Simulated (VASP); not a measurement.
# SiC (F-43m) in VASP: notebook, part 2 of 2

VASP 6.6.1. The steps go on from the part before.

### 3 Relaxation of cell and atoms, PBEsol, target pressure 4 GPa, at which the enthalpy is minimised

INCAR reads:

```
SYSTEM = SiC
ALGO = Normal
EDIFF = 1E-7
EDIFFG = -0.002
ENCUT = 600
GGA = PS
IBRION = 2
ISIF = 3
ISMEAR = 0
LASPH = .TRUE.
LCHARG = .FALSE.
LREAL = .FALSE.
LWAVE = .FALSE.
NELM = 100
NSW = 100
PREC = Accurate
PSTRESS = 40.0
SIGMA = 0.01
```

KPOINTS reads:

```
k-points
0
G
  10 10 10
  0 0 0
```

POSCAR reads:

```
SiC
1.0
    0.0000000000      2.1784126226      2.1784126226
    2.1784126226      0.0000000000      2.1784126226
    2.1784126226      2.1784126226      0.0000000000
Si C
1 1
Direct
    0.0000000000      0.0000000000      0.0000000000
    0.7500000000      0.7500000000      0.7500000000
```

Potentials or basis: VASP PAW PBE potentials, release 64 (Si, C).

Started as:

```sh
$ cat potpaw_PBE.64/Si/POTCAR potpaw_PBE.64/C/POTCAR > POTCAR
$ mpirun -np 1 vasp_std > vasp.out
```

OUTCAR:

```text
SYSTEM = SiC
   EDIFF = 1E-7
   EDIFFG = -0.002
   ENCUT = 600
   GGA = PS
   IBRION = 2
   ISIF = 3
   ISMEAR = 0
   LASPH = .TRUE.
   LREAL = .FALSE.
   NELM = 100
   NSW = 100
   PREC = Accurate
   PSTRESS = 40.0

 ion  position               nearest neighbor table
   1  0.000  0.000  0.000-   2 1.89   2 1.89   2 1.89   2 1.89
   2  0.750  0.750  0.750-   1 1.89   1 1.89   1 1.89   1 1.89

  LATTYP: Found a face centered cubic cell.
 ALAT       =     4.3568252452

  Lattice vectors:

 A1 = (   0.0000000000,   2.1784126226,   2.1784126226)
 A2 = (   2.1784126226,   0.0000000000,   2.1784126226)
 A3 = (   2.1784126226,   2.1784126226,   0.0000000000)

Analysis of symmetry for initial positions (statically):
=====================================================================
 Subroutine PRICEL returns:
 Original cell was already a primitive cell.

 Routine SETGRP: Setting up the symmetry group for a
 face centered cubic supercell.

 Subroutine GETGRP returns: Found 24 space group operations
 (whereof 24 operations were pure point group operations)
 out of a pool of 48 trial point group operations.

The static configuration has the point symmetry T_d .

Analysis of symmetry for dynamics (positions and initial velocities):
=====================================================================
 Subroutine PRICEL returns:
 Original cell was already a primitive cell.

 Routine SETGRP: Setting up the symmetry group for a
 face centered cubic supercell.

 Subroutine GETGRP returns: Found 24 space group operations
 (whereof 24 operations were pure point group operations)
 out of a pool of 48 trial point group operations.

The dynamic configuration has the point symmetry T_d .

 Subroutine INISYM returns: Found 24 space group operations
 (whereof 24 operations are pure point group operations),
 and found     1 'primitive' translations

----------------------------------------------------------------------------------------

                                     Primitive cell

  volume of cell :      20.6752

  direct lattice vectors                    reciprocal lattice vectors
     0.000000000  2.178412623  2.178412623    -0.229524928  0.229524928  0.229524928
     2.178412623  0.000000000  2.178412623     0.229524928 -0.229524928  0.229524928
     2.178412623  2.178412623  0.000000000     0.229524928  0.229524928 -0.229524928

  length of vectors
     3.080740675  3.080740675  3.080740675     0.397548837  0.397548837  0.397548837

  position of ions in fractional coordinates (direct lattice)
     0.000000000  0.000000000  0.000000000
     0.750000000  0.750000000  0.750000000

  ion indices of the primitive-cell ions
   primitive index   ion index
                 1           1
                 2           2

----------------------------------------------------------------------------------------

 KPOINTS: k-points

Automatic generation of k-mesh.
 Grid dimensions read from file:
 generate k-points for:   10   10   10
[... 45 lines left out ...]
 [... further k-points ...]
   k-points           NKPTS =     47   k-points in BZ     NKDIM =     47   number of bands    NBANDS=      8
   number of dos      NEDOS =    301   number of ions     NIONS =      2
   total plane-waves  NPLWV =  21952
   dimension x,y,z NGX =    28 NGY =   28 NGZ =   28
   dimension x,y,z NGXF=    56 NGYF=   56 NGZF=   56
   ions per type =               1   1
   NGX,Y,Z   is equivalent  to a cutoff of  15.11, 15.11, 15.11 a.u.
   NGXF,Y,Z  is equivalent  to a cutoff of  30.22, 30.22, 30.22 a.u.
 SYSTEM =  SiC
   PREC   = accura    normal or accurate (medium, high low for compatibility)
   ISTART =      0    job   : 0-new  1-cont  2-samecut
   ICHARG =      2    charge: 1-file 2-atom 10-const
   ISPIN  =      1    spin polarized calculation?
   LNONCOLLINEAR =      F non collinear calculations
   LSORBIT =      F    spin-orbit coupling
   LASPH  =      T    aspherical Exc in radial PAW
   ENCUT  =  600.0 eV  44.10 Ry    6.64 a.u.   6.15  6.15  6.15*2*pi/ulx,y,z
   NELM   =    100;   NELMIN=  2; NELMDL= -5     # of ELM steps
   EDIFF  = 0.1E-06   stopping-criterion for ELM
   LREAL  =      F    real-space projection
   EDIFFG = -.2E-02   stopping-criterion for IOM
   NSW    =    100    number of steps for IOM
   IBRION =      2    ionic relax: 0-MD 1-quasi-New 2-CG
   NFREE  =      1    steps in history (QN), initial steepest desc. (CG)
   ISIF   =      3    stress and relaxation
   ISYM   =      2    0-nonsym 1-usesym 2-fastsym
   POTIM  = 0.5000    time-step for ionic-motion
   TEBEG  =    0.0;   TEEND  =   0.0 temperature during run
   PSTRESS=   40.0 pullay stress
   NELECT =       8.0000    total number of electrons
   NUPDOWN=      -1.0000    fix difference up-down
   EMIN   =  10.00;   EMAX   =-10.00  energy-range for DOS
   EFERMI =   0.00;   METHOD = LEGACY
   ISMEAR =     0;   SIGMA  =   0.01  broadening in eV -4-tet -1-fermi 0-gaus
   EFERMI_NEDOS =   21; number of points for ismear=-14 and -15
   IALGO  =     38    algorithm
   IMIX   =      4    mixing-type and parameters
     AMIX     =   0.40;   BMIX     =  1.00
     AMIX_MAG =   1.60;   BMIX_MAG =  1.00
  volume/ion in A,a.u.               =      10.34        69.76
  Fermi-wavevector in a.u.,A,eV,Ry     =   1.192948  2.254344 19.362776  1.423124
  Thomas-Fermi vector in A             =   2.328974
   LORBIT       =      0    0 simple, 1 ext, 2 COOP (PROOUT), +10 PAW based schemes
   GGA     = PS    functional components
   LHFCALC =     F    Hartree Fock is set to
   AEXX    =    0.0000 exact exchange contribution
   IVDW    =     0    specifies the selected vdW correction
   LEPSILON=     F    determine dielectric tensor
   LRPA    =     F    only Hartree local field effects (RPA)
 conjugate gradient relaxation of ions
 non-spin polarized calculation
 Gauss-broadening in eV      SIGMA  =   0.01
  energy-cutoff  :      600.00
  volume of cell :       20.68
 maximum number of plane-waves:       701
 NGX is ok and might be reduce to    28
   NGX = 13   NGY = 13   NGZ = 13

--------------------------------------- Ionic step        1  -------------------------------------------

 number of electron       8.0000000 magnetization

 Free energy of the ion-electron system (eV)
  ---------------------------------------------------
  ext. energy  EPLUGINS =         0.00000000
  ---------------------------------------------------
  free energy    TOTEN  =       -15.91608803 eV

  energy without entropy =      -15.91608803  energy(sigma->0) =      -15.91608803

------------------------ aborting loop because EDIFF is reached ----------------------------------------

  FORCE on cell =-STRESS in cart. coord.  units (eV):
  Direction    XX          YY          ZZ          XY          YZ          ZX
  --------------------------------------------------------------------------------------
  -------------------------------------------------------------------------------------
  Total        0.0282964      0.0282964      0.0282964      0.0000000     -0.0000000     -0.0000000
  in kB        2.1927585      2.1927585      2.1927585      0.0000000     -0.0000000     -0.0000000
  external PRESSURE =     -37.8072415 kB  Pullay stress =      40.0000000 kB
[... 63 lines left out ...]
--------------------------------------- Ionic step        3  -------------------------------------------

 number of electron       8.0000000 magnetization

 Free energy of the ion-electron system (eV)
  ---------------------------------------------------
  ext. energy  EPLUGINS =         0.00000000
  ---------------------------------------------------
  free energy    TOTEN  =       -15.91170661 eV

  energy without entropy =      -15.91170661  energy(sigma->0) =      -15.91170661

 E-fermi :   8.3246     XC(G=0): -11.5795

 val. band max:        8.2513185542   @ k =   0.0000   0.0000   0.0000
 cond. band min:       9.4696791821   @ k =   0.5000   0.5000   0.0000
 fundamental gap:      1.2183606279
 Fermi energy:         8.3245852849

 k-point     1 :       0.0000    0.0000    0.0000
  band No.  band energies     occupation
      1      -7.3095      2.00000
      2       8.2513      2.00000
      3       8.2513      2.00000
      4       8.2513      2.00000
      5      14.6396      0.00000
      6      15.6146      0.00000
      7      15.6146      0.00000
      8      15.6146      0.00000
[... 243 lines left out ...]
 k-point    24 :       0.4000    0.3000    0.0000
  band No.  band energies     occupation
      1      -4.1039      2.00000
      2       2.6455      2.00000
      3       5.0329      2.00000
      4       5.5780      2.00000
      5      11.0210      0.00000
      6      13.8351      0.00000
      7      19.9914      0.00000
      8      20.2781      0.00000

 [... further k-points ...]

------------------------ aborting loop because EDIFF is reached ----------------------------------------

  FORCE on cell =-STRESS in cart. coord.  units (eV):
  Direction    XX          YY          ZZ          XY          YZ          ZX
  --------------------------------------------------------------------------------------
  -------------------------------------------------------------------------------------
  Total        0.5067953      0.5067953      0.5067953      0.0000000      0.0000000      0.0000000
  in kB       39.9259576     39.9259576     39.9259576      0.0000000      0.0000000      0.0000000
  external PRESSURE =      -0.0740424 kB  Pullay stress =      40.0000000 kB
[... 21 lines left out ...]
  energy  without entropy=      -15.9117066088  energy(sigma->0) =      -15.91170661

  enthalpy is  TOTEN    =       -15.4039714947 eV   P V=        0.5077351141

 reached required accuracy - stopping structural energy minimisation
```

It took 28 s on 1 thread of AMD EPYC 7R43 (Zen 3), shared host; peak memory 0.11 GiB.

What came out:

- Free energy: -15.9117 eV
- Relaxed volume: 10.17 Å³/atom
- Relaxed cell: a = 3.064 Å, b = 3.064 Å, c = 3.064 Å, α = 60.00°, β = 60.00°, γ = 60.00°
- Space group after relaxing (to 0.05 Å): F-43m (No. 216)
- Energy change on relaxing (the enthalpy is what falls): +2.2 meV/atom
- Ionic steps: 3
- Pressure after relaxing: 4.0 GPa
- Band gap on the k mesh: 1.22 eV, indirect (least direct gap 4.46 eV)

The path:
```csv
step,energy change (eV),largest force (eV/Å),pressure (GPa),volume (Å³)
1,0.0000,0.0000,0.22,20.68
2,0.0194,0.0000,8.65,19.95
3,0.0044,0.0000,3.99,20.34
```

Final structure:
```cif
data_structure
_symmetry_space_group_name_H-M 'P 1'
_symmetry_Int_Tables_number 1
_cell_length_a 3.0639
_cell_length_b 3.0639
_cell_length_c 3.0639
_cell_angle_alpha 60.000
_cell_angle_beta 60.000
_cell_angle_gamma 60.000
_cell_volume 20.34
loop_
_atom_site_label
_atom_site_type_symbol
_atom_site_fract_x
_atom_site_fract_y
_atom_site_fract_z
_atom_site_occupancy
Si1 Si 0.00000 0.00000 0.00000 1
C1 C 0.75000 0.75000 0.75000 1
```

Caveat: the cell is relaxed towards a set pressure, so the enthalpy falls and the energy may rise; the PAW data sets were made with another functional, which shifts forces and pressure a little.

### 4 Relaxation of cell and atoms, PBEsol, target pressure 7 GPa, at which the enthalpy is minimised

INCAR reads:

```
SYSTEM = SiC
ALGO = Normal ; EDIFF = 1E-7
EDIFFG = -0.002 ; ENCUT = 600
GGA = PS ; IBRION = 2
ISIF = 3 ; ISMEAR = 0
LASPH = .TRUE. ; LCHARG = .FALSE.
LREAL = .FALSE. ; LWAVE = .FALSE.
NELM = 100 ; NSW = 100
PREC = Accurate ; PSTRESS = 70.0
SIGMA = 0.01
```

KPOINTS is that of step 3.

POSCAR is that of step 3.

Started as:

```sh
$ cat potpaw_PBE.64/Si/POTCAR potpaw_PBE.64/C/POTCAR > POTCAR
$ mpirun -np 1 vasp_std > vasp.out
```

It took 40 s on 1 thread of AMD EPYC 7R43 (Zen 3), shared host; peak memory 0.12 GiB.

It converged, with:

| Property | Result |
| --- | --- |
| Free energy | -15.9031 eV |
| Relaxed volume | 10.04 Å³/atom |
| Relaxed cell | a = 3.051 Å, b = 3.051 Å, c = 3.051 Å, α = 60.00°, β = 60.00°, γ = 60.00° |
| Space group after relaxing (to 0.05 Å) | F-43m (No. 216) |
| Energy change on relaxing (the enthalpy is what falls) | +6.5 meV/atom |
| Ionic steps | 6 |
| Pressure after relaxing | 7.0 GPa |
| Band gap on the k mesh | 1.21 eV, indirect (least direct gap 4.47 eV) |

The path:
```
step  energy change (eV)  largest force (eV/Å)  pressure (GPa)  volume (Å³)
   1              0.0000                0.0000            0.22        20.68
   2              0.0627                0.0000           16.27        19.39
   3              0.0128                0.0000            6.95        20.09
   4              0.0133                0.0000            7.10        20.08
   5              0.0126                0.0000            6.90        20.09
   6              0.0130                0.0000            7.00        20.09
```

Final structure:
```yaml
crystal:
  lattice:
    - [0.00000, 2.15749, 2.15749]
    - [2.15749, 0.00000, 2.15749]
    - [2.15749, 2.15749, 0.00000]
  atoms:
    - { symbol: Si, position: [0.00000, 0.00000, 0.00000] }
    - { symbol: C, position: [0.75000, 0.75000, 0.75000] }
```

Levels at points of the mesh, in eV from the valence-band top:
```csv
k point,band 1,band 2,band 3,band 4,band 5,band 6,band 7,band 8
"(0.00, 0.00, 0.00)",-15.66,0.00,0.00,0.00,6.53,7.45,7.45,7.45
"(0.50, 0.00, 0.00)",-11.94,-8.76,-1.06,-1.06,5.65,7.26,7.26,10.08
"(0.50, 0.50, 0.00)",-10.45,-7.93,-3.27,-3.27,1.21,4.30,14.30,14.30
```

Caveat: the cell is relaxed towards a set pressure, so the enthalpy falls and the energy may rise; the PAW data sets were made with another functional, which shifts forces and pressure a little.

### 5 Summary

| cell | gap on the mesh (eV) | pressure (GPa) |
| --- | --- | --- |
| relaxed to 2 GPa | 1.23 | 2.0 |
| relaxed to 4 GPa | 1.22 | 4.0 |
| relaxed to 7 GPa | 1.21 | 7.0 |

Alike in all rows: task relaxation of cell and atoms; level PBEsol; potentials or basis VASP PAW PBE potentials, release 64 (Si, C); no spin polarisation; k mesh 10 × 10 × 10; cutoff (eV) 600; smearing gaussian 0.01 eV.

Caveats: the cell is relaxed towards a set pressure, so the enthalpy falls and the energy may rise; the PAW data sets were made with another functional, which shifts forces and pressure a little.

Total energies depend on the potentials used, so only differences within one code and one set of settings carry meaning.
